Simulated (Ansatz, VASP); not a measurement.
## Sn3O: VASP beside Ansatz

```xyz
8
Lattice="5.7747 0.0000 0.0000 -2.8873 5.0010 0.0000 0.0000 0.0000 5.9979" Properties=species:S:1:pos:R:3 pbc="T T T"
Sn    1.9047    0.0000    0.0000
Sn    0.9524    1.6495    2.9990
Sn   -0.9524    1.6495    0.0000
Sn    3.8700    0.0000    2.9990
Sn    1.9350    3.3515    0.0000
Sn   -1.9350    3.3515    2.9990
O     0.0000    3.3340    1.4995
O     2.8873    1.6670    4.4985
```

Alike in both runs: task electric field gradients; functional PBEsol; k mesh 6 × 6 × 6; occupations fermi-dirac, width 0.15 eV; no spin polarisation.

|  | VASP | Ansatz |
| --- | --- | --- |
| version | VASP 6.6.1 | Ansatz 0.2.0 |
| potentials or method | VASP PAW PBE potentials, release 64 (Sn_d, O), cutoff 520 eV | scalar-relativistic, plane waves, PAW |
| valence electrons in the cell | 96 | 96 |

|  | VASP | Ansatz | Ansatz less VASP |
| --- | --- | --- | --- |
| gap on the k mesh at the Fermi level (eV) | none | none | - |
| pressure (GPa) | 0.0 | 0.0 | +0.02 |
| rms of the force components (eV/Å) | 0.004 | 0.000 | -0.0035 |
| size of Vzz on the site where it differs most (V/Å²) | 124.2 | 126.9 | +2.65 |

VASP's potentials were made for PBE, not for PBEsol. Atom by atom the forces differ by 0.004 eV/Å (rms over components). A gap of «none» marks a metal or a gap that the smearing closes. With one functional, cell and mesh, what is left measures potentials, basis and numerics.
